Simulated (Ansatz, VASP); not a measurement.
## MnPdBrF2 in VASP and in Ansatz

```
Mn Pd Br F
1.0
     4.12809    0.00000    0.00000
     0.00000    4.12809    0.00000
     0.00000    0.00000    5.64012
Mn Pd Br F
1 1 1 2
Direct
  0.50000 0.50000 0.50000
  0.00000 0.00000 0.00000
  0.00000 0.00000 0.50000
  0.50000 0.00000 0.00000
  0.00000 0.50000 0.00000
```

Alike in both runs: functional PBE; k mesh 4 × 4 × 4; occupations gaussian, width 0.1 eV; collinear spin.

Ansatz relaxed the structure, and its values are those at the end. VASP's run is a single point on that final structure, the one shown.

```csv
,VASP,Ansatz
version,VASP 6.6.1,Ansatz 0.2.0
potentials or method,"VASP PAW PBE potentials, release 64 (Mn_pv, Pd, Br, F), cutoff 520 eV","scalar-relativistic, plane waves, PAW"
valence electrons in the cell,44,54
```

|  | VASP | Ansatz | Ansatz less VASP |
| --- | --- | --- | --- |
| gap on the k mesh at the Fermi level (eV) | none | none | - |
| pressure (GPa) | -0.1 | 0.0 | +0.10 |
| net moment per atom (μB) | 0.93 | 0.93 | +0.001 |
| size of the moment on the site where the two differ most (μB) | 4.30 | 4.40 | +0.103 |

Site moments also hang on the region over which each program counts them. A gap of «none» marks a metal or a gap that the smearing closes. VASP's potentials hold 44 valence electrons a cell and Ansatz's 54, so a difference there can come from the potentials and not from the codes.

The k mesh is coarse, so the values compare programs but aren't converged.
